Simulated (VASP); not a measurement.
Crystal: CoSi.

```
Co Si
1.0
     3.99712    0.00000    0.00000
     0.00000    2.64515    0.00000
     0.00000    0.00000    4.08109
Co Si
2 2
Direct
  0.75000 0.00000 0.68700
  0.25000 0.00000 0.31300
  0.75000 0.50000 0.18800
  0.25000 0.50000 0.81200
```

```yaml
Program: VASP 6.6.1
Task: relaxation of cell and atoms
Functional: PBE
Potentials_or_basis: VASP PAW PBE potentials, release 64 (Co, Si)
Cutoff: 600 eV
k_mesh: 4 × 6 × 4
Occupations: gaussian, width 0.1 eV
Spin: no spin polarisation
```

At the start: pressure -0.6 GPa; volume 10.79 Å³/atom.

Question: How do energy, volume and symmetry change on relaxing?

Answer: Over 11 steps the energy falls by 53.0 meV/atom and the volume is 10.72 Å³/atom (-0.6 %); space group Pmma (No. 51, to 0.1 Å) before and after.

Step by step:
```
step  energy change (eV)  largest force (eV/Å)  pressure (GPa)  volume (Å³)
   1              0.0000                0.7411           -0.57        43.15
   2             -0.1300                0.4273            0.21        42.88
   3             -0.1348                0.3642            0.69        42.81
   4             -0.1636                0.2450           -0.97        43.07
   5             -0.1892                0.1788           -2.95        43.45
   6             -0.1814                0.1192           -5.67        44.21
   7             -0.1953                0.1394           -4.32        43.79
   8             -0.2087                0.0992           -1.64        43.22
   9             -0.2103                0.0840           -0.25        42.94
  10             -0.2114                0.0539           -0.19        42.92
  11             -0.2122                0.0040            0.00        42.89
```

Final structure:
```
Co Si
1.0
     4.02649    0.00000    0.00000
     0.00000    2.60770    0.00000
     0.00000    0.00000    4.08452
Co Si
2 2
Direct
  0.75000 0.00000 0.71994
  0.25000 0.00000 0.28006
  0.75000 0.50000 0.22590
  0.25000 0.50000 0.77410
```

Caveat: the k points lie up to 0.40 Å⁻¹ apart in the final cell, too coarse for converged energies and pressures of a metal; the run has no spin polarisation, though such a crystal can be magnetic.
